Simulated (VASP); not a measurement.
# Si8C6N (a cell with a defect) in VASP: further runs

The runs below take Si8C6N (a cell with a defect) through single point, with PBEsol.

All numbers are computed with VASP 6.6.1; they aren't measurements. Logs are shortened: lines on timing, memory, paths and dates and some standing lists are left out, and cuts for length are marked.

## 1. The cell of the first run

The cell holds a defect, 15 atoms: a = 6.152 Å, b = 5.328 Å, c = 5.048 Å, α = 90.00°, β = 90.00°, γ = 90.00°.

## 2. Single point, PBEsol

The input, INCAR:

```
  PREC = Accurate
  ENCUT = 520
  EDIFF = 1E-6
  ISMEAR = 0
  SIGMA = 0.02
  LREAL = Auto
  LASPH = T
  NELM = 80
  ALGO = Normal
  ISIF = 2
  LWAVE = F
  LCHARG = T
  GGA = PS
  LELF = T
  LVHAR = T
  NBANDS = 44
  NELECT = 60.0
```

The input, KPOINTS:

```
regular mesh
0
Gamma
  2 3 3
```

The input, POSCAR:

```
Si8C6N
1.0
   -3.0760000000     -5.3277880000      0.0000000000
    4.6140000000     -2.6638940000      0.0000000000
    0.0000000000      0.0000000000      5.0480000000
Si C N
8 6 1
Direct
    0.5003904197      0.3138731970     -0.0069883122
    0.5004735627      0.6452801645      0.4615388273
    0.2581430649      0.8165518135     -0.0021846276
    0.2225327308      0.1697225141      0.5073042789
    0.0003830480      0.3231675890      0.0153944136
   -0.0000147786      0.6705967796      0.5453900555
    0.7427580822      0.8166527657     -0.0018124010
    0.7782067077      0.1701113638      0.5074401743
    0.5003777331      0.2858651727      0.3698298336
    0.5004765830      0.6494221867      0.8545562599
    0.2467752858      0.1521297744      0.8831028130
    0.0005667809      0.3845878670      0.3820942948
    0.0003803008      0.6549197671      0.9021267829
    0.7539762306      0.1521811628      0.8831667987
   -0.0001356405      0.9521252211      0.4028700475
```

Potentials or basis: VASP PAW PBE potentials, release 64 (Si, C, N).

Run with:

```bash
$ cat potpaw_PBE.64/Si/POTCAR potpaw_PBE.64/C/POTCAR potpaw_PBE.64/N/POTCAR > POTCAR
$ mpirun -np 1 vasp_std > vasp.out
```

OUTCAR:

```text
PREC = Accurate
   ENCUT = 520
   EDIFF = 1E-6
   ISMEAR = 0
   LREAL = Auto
   LASPH = T
   NELM = 80
   ISIF = 2
   GGA = PS
   NELECT = 60.0

 ion  position               nearest neighbor table
   1  0.500  0.314  0.993-  14 1.87  11 1.87   9 1.91  10 1.92   2 2.95   7 3.04   3 3.04   3 3.06
                             7 3.07   5 3.08   5 3.08   8 3.08   4 3.09
   2  0.500  0.645  0.462-   9 1.97  10 1.98   7 2.92   3 2.92   1 2.95   8 3.06   4 3.07   6 3.10
                             6 3.11
   3  0.258  0.817  0.998-  13 1.87  11 1.88  10 1.88   6 2.89   2 2.92   7 2.98   1 3.04   1 3.06
                             5 3.07   4 3.12   5 3.13
   4  0.223  0.170  0.507-  15 1.87  12 1.89  11 1.91   9 1.95   8 2.73   5 2.95   6 3.00   6 3.01
                             5 3.02   2 3.07   1 3.09   3 3.12
   5  0.000  0.323  0.015-  13 1.86  12 1.88  14 1.89  11 1.89   4 2.95   8 2.95   6 3.01   8 3.02
                             4 3.02   7 3.07   3 3.07   1 3.08   1 3.08   7 3.13   3 3.13
   6  1.000  0.671  0.545-  15 1.66  12 1.73  13 1.80   7 2.89   3 2.89   8 3.00   4 3.00   8 3.00
                             4 3.01   5 3.01   2 3.10   2 3.11
   7  0.743  0.817  0.998-  13 1.87  14 1.88  10 1.88   6 2.89   2 2.92   3 2.98   1 3.04   1 3.07
                             5 3.07   8 3.12   5 3.13
   8  0.778  0.170  0.507-  15 1.87  12 1.89  14 1.90   9 1.95   4 2.73   5 2.95   6 3.00   6 3.00
                             5 3.02   2 3.06   1 3.08   7 3.12
   9  0.500  0.286  0.370-   1 1.91   8 1.95   4 1.95   2 1.97
  10  0.500  0.649  0.855-   3 1.88   7 1.88   1 1.92   2 1.98
  11  0.247  0.152  0.883-   1 1.87   3 1.88   5 1.89   4 1.91
  12  0.001  0.385  0.382-   6 1.73   5 1.88   4 1.89   8 1.89
  13  0.000  0.655  0.902-   6 1.80   5 1.86   3 1.87   7 1.87
  14  0.754  0.152  0.883-   1 1.87   7 1.88   5 1.89   8 1.90
  15  1.000  0.952  0.403-   6 1.66   8 1.87   4 1.87

  LATTYP: Found a simple orthorhombic cell.
 ALAT       =     5.0480000000
 B/A-ratio  =     1.0554255573
 C/A-ratio  =     1.2187004267

  Lattice vectors:

 A1 = (   0.0000000000,   0.0000000000,  -5.0480000000)
 A2 = (   4.6140000000,  -2.6638940000,   0.0000000000)
 A3 = (  -3.0760000000,  -5.3277880000,   0.0000000000)

Analysis of symmetry for initial positions (statically):
=====================================================================
 Subroutine PRICEL returns:
 Original cell was already a primitive cell.

 Routine SETGRP: Setting up the symmetry group for a
 simple orthorhombic supercell.

 Subroutine GETGRP returns: Found  1 space group operations
 (whereof  1 operations were pure point group operations)
 out of a pool of  8 trial point group operations.

The static configuration has the point symmetry C_1 .

Analysis of symmetry for dynamics (positions and initial velocities):
=====================================================================
 Subroutine PRICEL returns:
 Original cell was already a primitive cell.

 Routine SETGRP: Setting up the symmetry group for a
 simple orthorhombic supercell.

 Subroutine GETGRP returns: Found  1 space group operations
 (whereof  1 operations were pure point group operations)
 out of a pool of  8 trial point group operations.

The dynamic configuration has the point symmetry C_1 .

 Subroutine INISYM returns: Found  1 space group operations
 (whereof  1 operations are pure point group operations),
 and found     1 'primitive' translations

----------------------------------------------------------------------------------------

                                     Primitive cell

  volume of cell :     165.4560

  direct lattice vectors                    reciprocal lattice vectors
    -3.076000000 -5.327788000  0.000000000    -0.081274382 -0.140771367  0.000000000
     4.614000000 -2.663894000  0.000000000     0.162548765 -0.093847578  0.000000000
     0.000000000  0.000000000  5.048000000     0.000000000  0.000000000  0.198098257

  length of vectors
     6.151999754  5.327788213  5.048000000     0.162548771  0.187695149  0.198098257

  position of ions in fractional coordinates (direct lattice)
     0.500390420  0.313873197  0.993011688
     0.500473563  0.645280165  0.461538827
[... 45 lines left out ...]
     0.000000000  0.000000000  0.066032752     0.000000000  0.000000000  0.333333333

  Length of vectors
     0.081274386  0.062565050  0.066032752

  Shift w.r.t. Gamma in fractional coordinates (k-lattice)
     0.000000000  0.000000000  0.000000000

 Subroutine IBZKPT returns following result:
 ===========================================

 Found     10 irreducible k-points:

 Following reciprocal coordinates:
            Coordinates               Weight
  0.000000  0.000000  0.000000      1.000000
  0.500000  0.000000  0.000000      1.000000
 -0.000000  0.333333  0.000000      2.000000
  0.500000  0.333333  0.000000      2.000000
  0.000000  0.000000  0.333333      2.000000
  0.500000  0.000000  0.333333      2.000000
 -0.000000  0.333333  0.333333      2.000000
  0.000000 -0.333333  0.333333      2.000000
  0.500000  0.333333  0.333333      2.000000
  0.500000 -0.333333  0.333333      2.000000
   k-points           NKPTS =     10   k-points in BZ     NKDIM =     10   number of bands    NBANDS=     44
   number of dos      NEDOS =    301   number of ions     NIONS =     15
   total plane-waves  NPLWV =  76800
   dimension x,y,z NGX =    48 NGY =   40 NGZ =   40
   dimension x,y,z NGXF=    96 NGYF=   80 NGZF=   80
   ions per type =               8   6   1
   NGX,Y,Z   is equivalent  to a cutoff of  12.97, 12.48, 13.17 a.u.
   NGXF,Y,Z  is equivalent  to a cutoff of  25.94, 24.96, 26.35 a.u.
 SYSTEM =  unknown system
   PREC   = accura    normal or accurate (medium, high low for compatibility)
   ISTART =      0    job   : 0-new  1-cont  2-samecut
   ICHARG =      2    charge: 1-file 2-atom 10-const
   ISPIN  =      1    spin polarized calculation?
   LNONCOLLINEAR =      F non collinear calculations
   LSORBIT =      F    spin-orbit coupling
   LASPH  =      T    aspherical Exc in radial PAW
   ENCUT  =  520.0 eV  38.22 Ry    6.18 a.u.  11.44  9.91  9.39*2*pi/ulx,y,z
   NELM   =     80;   NELMIN=  2; NELMDL= -5     # of ELM steps
   EDIFF  = 0.1E-05   stopping-criterion for ELM
   LREAL  =      T    real-space projection
   EDIFFG = 0.1E-04   stopping-criterion for IOM
   NSW    =      0    number of steps for IOM
   IBRION =     -1    ionic relax: 0-MD 1-quasi-New 2-CG
   NFREE  =      0    steps in history (QN), initial steepest desc. (CG)
   ISIF   =      2    stress and relaxation
   ISYM   =      2    0-nonsym 1-usesym 2-fastsym
   POTIM  = 0.5000    time-step for ionic-motion
   TEBEG  =    0.0;   TEEND  =   0.0 temperature during run
   PSTRESS=    0.0 pullay stress
   NELECT =      60.0000    total number of electrons
   NUPDOWN=      -1.0000    fix difference up-down
   EMIN   =  10.00;   EMAX   =-10.00  energy-range for DOS
   EFERMI =   0.00;   METHOD = LEGACY
   ISMEAR =     0;   SIGMA  =   0.02  broadening in eV -4-tet -1-fermi 0-gaus
   EFERMI_NEDOS =   21; number of points for ismear=-14 and -15
   IALGO  =     38    algorithm
   IMIX   =      4    mixing-type and parameters
     AMIX     =   0.40;   BMIX     =  1.00
     AMIX_MAG =   1.60;   BMIX_MAG =  1.00
  volume/ion in A,a.u.               =      11.03        74.44
  Fermi-wavevector in a.u.,A,eV,Ry     =   1.167431  2.206124 18.543299  1.362894
  Thomas-Fermi vector in A             =   2.303931
   LORBIT       =      0    0 simple, 1 ext, 2 COOP (PROOUT), +10 PAW based schemes
   GGA     = PS    functional components
   LHFCALC =     F    Hartree Fock is set to
   AEXX    =    0.0000 exact exchange contribution
   IVDW    =     0    specifies the selected vdW correction
   LEPSILON=     F    determine dielectric tensor
   LRPA    =     F    only Hartree local field effects (RPA)
 non-spin polarized calculation
 Gauss-broadening in eV      SIGMA  =   0.02
  energy-cutoff  :      520.00
  volume of cell :      165.46
 maximum number of plane-waves:      4468
 NGX is ok and might be reduce to    48
   NGX = 23   NGY = 19   NGZ = 19

 number of electron      59.9999998 magnetization

 Free energy of the ion-electron system (eV)
  ---------------------------------------------------
  ext. energy  EPLUGINS =         0.00000000
  ---------------------------------------------------
  free energy    TOTEN  =      -120.36821067 eV

  energy without entropy =     -120.36821067  energy(sigma->0) =     -120.36821067

 E-fermi :   8.4755     XC(G=0): -11.2464

 val. band max:        8.3768183051   @ k =   0.0000   0.0000   0.0000
 cond. band min:       8.5756380391   @ k =   0.5000   0.0000   0.0000
 fundamental gap:      0.1988197340
 Fermi energy:         8.4755457106

 k-point     1 :       0.0000    0.0000    0.0000
  band No.  band energies     occupation
      1      -8.8184      2.00000
      2      -6.3650      2.00000
      3      -4.5716      2.00000
      4      -4.2719      2.00000
      5      -4.0460      2.00000
      6      -3.4681      2.00000
[... 439 lines left out ...]
     41      14.1701      0.00000
     42      14.3876      0.00000
 [bands above 42 left out]

------------------------ aborting loop because EDIFF is reached ----------------------------------------

  FORCE on cell =-STRESS in cart. coord.  units (eV):
  Direction    XX          YY          ZZ          XY          YZ          ZX
  --------------------------------------------------------------------------------------
  -------------------------------------------------------------------------------------
  Total       -5.0729841    -14.7422530    -15.1781331     -8.3326058     -1.2189389      2.1725127
  in kB      -49.1237453   -142.7551664   -146.9759687    -80.6879736    -11.8034761     21.0373147
  external PRESSURE =    -112.9516268 kB  Pullay stress =       0.0000000 kB

 VOLUME and BASIS-vectors are now :
 -----------------------------------------------------------------------------
  energy-cutoff  :      520.00
  volume of cell :      165.46
      direct lattice vectors                 reciprocal lattice vectors
    -3.076000000 -5.327788000  0.000000000    -0.081274382 -0.140771367  0.000000000
     4.614000000 -2.663894000  0.000000000     0.162548765 -0.093847578  0.000000000
     0.000000000  0.000000000  5.048000000     0.000000000  0.000000000  0.198098257

 POSITION                                       TOTAL-FORCE (eV/Angst)
 -----------------------------------------------------------------------------------
     -0.09099     -3.50210      5.01272        -0.001374      0.002144     -0.005498
      1.43787     -4.38538      2.32985         0.011390     -0.004026     -0.006934
      2.97352     -3.55054      5.03697         0.005035      0.000667      0.023011
      0.09859     -1.63773      2.56087        -0.004747     -0.005515      0.005729
      1.48992     -0.86292      0.07771        -0.008164      0.002313     -0.000528
      0.01818     -7.11411      2.75313        -0.007818      0.007929      0.015327
      1.48331     -6.13273      5.03885         0.002168     -0.000680      0.018650
     -1.60887     -4.59928      2.56156        -0.000287      0.010282      0.005423
     -0.22018     -3.42742      1.86690        -0.013684      0.009910      0.000147
      1.45697     -4.39642      4.31380        -0.006554      0.003366     -0.014082
     -0.05715     -1.72002      4.45790         0.000785     -0.010549     -0.001541
      1.77275     -1.02752      1.92881         0.021766     -0.007433     -0.019169
      3.02063     -1.74666      4.55394        -0.004327      0.000462      0.001400
     -1.61707     -4.42242      4.45823         0.010994      0.001220     -0.001081
      1.31752     -7.86343      2.03369        -0.005183     -0.010089     -0.020854
 -----------------------------------------------------------------------------------
    total drift:                                0.015064     -0.007423     -0.025100

  FREE ENERGIE OF THE ION-ELECTRON SYSTEM (eV)
  ---------------------------------------------------
  free  energy   TOTEN  =      -120.3682106672 eV

  energy  without entropy=     -120.3682106672  energy(sigma->0) =     -120.36821067
```

It took 38 s on 1 thread of Intel Xeon 6975P-C (Granite Rapids), shared host; peak memory 0.28 GiB.

What came out:

```
Free energy   : -120.3682 eV
Largest force : 0.030 eV/Å
```

Forces in eV/Å, atoms in the order of the input:
```
Si  -0.001  0.002 -0.005
Si   0.011 -0.004 -0.007
Si   0.005  0.001  0.023
Si  -0.005 -0.006  0.006
Si  -0.008  0.002 -0.001
Si  -0.008  0.008  0.015
Si   0.002 -0.001  0.019
Si   0.000  0.010  0.005
C   -0.014  0.010  0.000
C   -0.007  0.003 -0.014
C    0.001 -0.011 -0.002
C    0.022 -0.007 -0.019
C   -0.004  0.000  0.001
C    0.011  0.001 -0.001
N   -0.005 -0.010 -0.021
```

Caveat: the k points lie up to 0.51 Å⁻¹ apart; the cell carries a net charge on a neutralising background, which shifts energy and pressure; the cell is charged against a uniform background, so pressure and absolute levels hang on convention; the PAW data sets were made with another functional, which shifts forces and pressure a little.

## 3. Single point, PBEsol

The input, INCAR:

```
SYSTEM = Si8C6N
PREC = Accurate
ENCUT = 520
EDIFF = 1E-7
ISMEAR = 0
SIGMA = 0.02
LREAL = Auto
LASPH = .True.
NELM = 60
ALGO = Normal
ISIF = 2
LWAVE = .False.
LCHARG = .False.
GGA = PS
NELECT = 60.0
NBANDS = 44
```

The input, KPOINTS:

```
Automatic mesh
0
Gamma
  2 3 3
  0 0 0
```

The input, POSCAR:

```
Si8C6N
1.0
   -3.0760000000     -5.3277880000      0.0000000000
    4.6140000000     -2.6638940000      0.0000000000
    0.0000000000      0.0000000000      5.0480000000
Si C N
8 6 1
Direct
    0.5019632117      0.3294325616      0.0026780903
    0.4988773156      0.6724240621      0.5059358162
    0.2499999469      0.8292444380     -0.0011372821
    0.2500000535      0.1674562558      0.5036856181
   -0.0019632760      0.3294323717      0.0026780903
    0.0011227256      0.6724240364      0.5059358162
    0.7500000101      0.8321194259      0.0050887480
    0.7499999652      0.1734919577      0.5070972662
    0.5010829988      0.3334389476      0.3777846672
    0.5043146335      0.6640589104      0.8843506339
    0.2500000390      0.1627856784      0.8806101426
   -0.0010829527      0.3334388464      0.3777846672
   -0.0043144552      0.6640588938      0.8843506339
    0.7499999267      0.1611416936      0.8797149366
   -0.2499999894      0.8417189061      0.3784417591
```

Potentials or basis: VASP PAW PBE potentials, release 64 (Si, C, N).

Run with:

```bash
$ cat potpaw_PBE.64/Si/POTCAR potpaw_PBE.64/C/POTCAR potpaw_PBE.64/N/POTCAR > POTCAR
$ mpirun -np 1 vasp_std > vasp.out
```

It took 42 s on 1 thread of Intel Xeon 6975P-C (Granite Rapids), shared host; peak memory 0.28 GiB.

It converged, with:

* Free energy: -122.5815 eV
* Largest force: 0.040 eV/Å

Forces in eV/Å, atoms in the order of the input:
```
Si   0.027 -0.003 -0.015
Si   0.012  0.008  0.002
Si  -0.011  0.007  0.004
Si  -0.002  0.001  0.002
Si   0.016 -0.022 -0.015
Si  -0.001 -0.014  0.002
Si  -0.022  0.012  0.031
Si   0.005 -0.003 -0.003
C   -0.011  0.002  0.013
C   -0.018 -0.019  0.005
C    0.009 -0.005  0.005
C   -0.008  0.009  0.013
C    0.007  0.025  0.005
C    0.002 -0.001 -0.027
N   -0.006  0.003 -0.021
```

Levels at points of the mesh, in eV from the Fermi level:
```
           k point  band 26  band 27  band 28  band 29  band 30  band 31  band 32  band 33  band 34  band 35
(0.00, 0.00, 0.00)    -3.27    -2.88    -2.30    -2.01    -0.07     0.67     0.72     1.38     1.83     2.14
(0.50, 0.00, 0.00)    -3.58    -3.01    -2.81    -2.64    -1.23     0.40     0.68     1.19     1.63     3.98
```

Caveat: the k points lie up to 0.51 Å⁻¹ apart; the cell carries a net charge on a neutralising background, which shifts energy and pressure; the cell is charged against a uniform background, so pressure and absolute levels hang on convention; the PAW data sets were made with another functional, which shifts forces and pressure a little.

## 4. Single point, PBEsol

Changes to INCAR since step 3:

```diff
@@ -12,4 +12,6 @@
 LWAVE = .False.
-LCHARG = .False.
+LCHARG = .True.
 GGA = PS
+LELF = .True.
+LVHAR = .True.
 NELECT = 60.0
```

The input, KPOINTS:

```
regular mesh
0
Gamma
  2 3 3
  0 0 0
```

The input, POSCAR:

```
Si8C6N
1.0
   -3.0760000000     -5.3277880000      0.0000000000
    4.6140000000     -2.6638940000      0.0000000000
    0.0000000000      0.0000000000      5.0480000000
Si C N
8 6 1
Direct
    0.5007923058      0.3237031063      0.0034938590
    0.4975702015      0.6587823883      0.5027242472
    0.2519350789      0.8340197882     -0.0039409667
    0.2558007044      0.1545643621      0.5007583201
    0.0005805291      0.3347134173      0.0039849445
   -0.0067008667      0.6701996390      0.4991133122
    0.7498650942      0.8227897767     -0.0009528526
    0.7537230898      0.1559007855      0.5036018225
    0.4962611051      0.3354664411      0.3889839540
    0.5017813774      0.6763603201      0.8969336371
    0.2508430322      0.1651426457      0.8859011490
    0.0032492823      0.3417656681      0.3831927496
    0.0016571401      0.6635973912      0.8909770206
    0.7512015668      0.1706285261      0.8748377575
    0.2520206501      0.8400733680      0.3830489303
```

Run with:

```bash
$ cat potpaw_PBE.64/Si/POTCAR potpaw_PBE.64/C/POTCAR potpaw_PBE.64/N/POTCAR > POTCAR
$ mpirun -np 1 vasp_std > vasp.out
```

Run time: 44 s. Hardware: 1 thread of Intel Xeon 6975P-C (Granite Rapids), shared host; peak memory 0.28 GiB.

The run converged. Its results:

| Quantity | Value |
| --- | --- |
| Free energy | -121.9900 eV |
| Largest force | 2.508 eV/Å |

Forces in eV/Å, atoms in the order of the input:
```
Si   1.052 -0.463  0.453
Si   0.956 -0.841  0.953
Si   0.357  0.350  0.832
Si   2.148 -0.163  1.008
Si  -0.670  0.127  0.272
Si   0.544 -0.426  0.822
Si   1.130 -1.531  0.260
Si   0.617 -0.457 -0.415
C   -1.677  0.336 -1.187
C   -1.219  1.816 -1.226
C   -0.142  0.351 -0.761
C   -1.410  0.662 -0.461
C    0.137 -0.700 -0.870
C   -1.047  0.380  0.976
N   -0.775  0.558 -0.655
```

Levels at points of the mesh, in eV from the Fermi level:
```csv
k point,band 26,band 27,band 28,band 29,band 30,band 31,band 32,band 33,band 34,band 35
"(0.00, 0.00, 0.00)",-3.17,-2.99,-2.29,-2.02,0.00,0.42,0.64,1.34,1.90,2.08
"(0.50, 0.00, 0.00)",-3.50,-3.21,-2.66,-2.54,-1.39,0.40,0.54,1.32,1.56,3.94
```

Caveat: the k points lie up to 0.51 Å⁻¹ apart; the cell carries a net charge on a neutralising background, which shifts energy and pressure; the cell is charged against a uniform background, so pressure and absolute levels hang on convention; the PAW data sets were made with another functional, which shifts forces and pressure a little.

(Part 1 of 2 ends here.)
